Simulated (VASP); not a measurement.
Sc:

```
CELL_PARAMETERS angstrom
-1.91721 1.91721 1.71760
1.91721 -1.91721 1.71760
1.91721 1.91721 -1.71760
ATOMIC_POSITIONS crystal
Sc 0.00000 0.00000 0.00000
```

* Program: VASP 6.6.1
* Task: relaxation of cell and atoms
* Functional: PBEsol
* Potentials or basis: VASP PAW PBE potentials, release 64 (Sc_sv)
* Cutoff: 600 eV
* k mesh: 10 × 10 × 10
* Occupations: methfessel-paxton, width 0.025 eV
* Spin: collinear spin
* Starting moments: [1.0] μB
* Fixed moment: 1 μB

At the start: pressure -2.0 GPa; volume 25.25 Å³/atom.

How do energy, volume and symmetry change on relaxing?

Over 8 steps the energy falls by 11.0 meV/atom and the volume is 24.42 Å³/atom (-3.3 %); space group I4/mmm (No. 139, to 0.1 Å) before and after; moment 1.00 μB per cell.

Step by step:
```csv
step,energy change (eV),largest force (eV/Å),pressure (GPa),volume (Å³)
1,0.0000,0.0000,-1.97,25.25
2,-0.0087,0.0000,0.47,24.14
3,-0.0087,0.0000,0.37,24.18
4,-0.0102,0.0000,0.28,24.24
5,-0.0108,0.0000,0.09,24.33
6,-0.0109,0.0000,0.14,24.36
7,-0.0110,0.0000,0.11,24.41
8,-0.0110,0.0000,0.00,24.42
```

Final structure:
```yaml
crystal:
  lattice:
    - [-1.85294, 1.85294, 1.77800]
    - [1.85294, -1.85294, 1.77800]
    - [1.85294, 1.85294, -1.77800]
  atoms:
    - { symbol: Sc, position: [0.00000, 0.00000, 0.00000] }
```

Caveat: the PAW data sets were made with another functional, which shifts forces and pressure a little; the total moment is fixed, so each spin has its own Fermi level and the state may be an excited one.
